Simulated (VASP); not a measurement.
Write the native input for VASP 6.6.1 that does the following.

| Item | Value |
| --- | --- |
| Task | relaxation of the atoms |
| Functional | PBE |
| Potentials or basis | VASP PAW PBE potentials, release 64 (Si) |
| Cutoff | 450 eV |
| k mesh | 14 × 14 × 14 |
| Occupations | fermi-dirac, width 0.02 eV |
| Spin | no spin polarisation |
| Dipole correction | no |
| Further INCAR settings | ALGO = Normal; EDIFF = 1e-07; IBRION = 2; EDIFFG = -0.02; NSW = 80 |

The structure of Si lies in POSCAR:

```
Si
1.0
    0.0000000000      2.7153500000      2.6881965000
    2.7153500000      0.0000000000      2.6881965000
    2.7153500000      2.7153500000      0.0000000000
Si
2
Direct
    0.0000000000      0.0000000000      0.0000000000
    0.2500000000      0.2500000000      0.2500000000
```

This cell differs from its parent crystal: z stretched by -1 %.

One way to write it, as run:

INCAR

```
SYSTEM = Si
PREC     = Accurate       ! precision mode
ENCUT    = 450            ! plane-wave cutoff, eV
EDIFF    = 1E-7           ! SCF threshold, eV
ISMEAR   = -1             ! smearing method
SIGMA    = 0.02           ! smearing width, eV
LREAL    = .FALSE.        ! projectors in reciprocal space
LASPH    = .TRUE.         ! aspherical terms in the spheres
NELM     = 120            ! most SCF steps
ALGO     = Normal         ! electronic algorithm
ISIF     = 2              ! what is computed and relaxed
LWAVE    = .FALSE.        ! write WAVECAR
LCHARG   = .FALSE.        ! write CHGCAR
GGA      = PE             ! functional
IBRION   = 2              ! ionic algorithm
NSW      = 80             ! ionic steps
EDIFFG   = -0.02          ! ionic threshold
GGA_COMPAT= .FALSE.      
NELMIN   = 4
```

KPOINTS

```
regular mesh
0
G
  14 14 14
  0 0 0
```

Potentials or basis: VASP PAW PBE potentials, release 64 (Si).

Run with:

```sh
$ cat potpaw_PBE.64/Si/POTCAR > POTCAR
$ mpirun -np 1 vasp_std > vasp.out
```

Results of the run:

* Pressure after relaxing: 2.9 GPa
* Band gap on the k mesh: 0.45 eV (least direct gap 2.50 eV)

Caveat: the cell differs from its parent crystal (z stretched by -1 %).

Wall time 81 s on 1 thread of AMD EPYC 9755 128-Core Processor, on a shared host, peak memory 0.15 GiB.
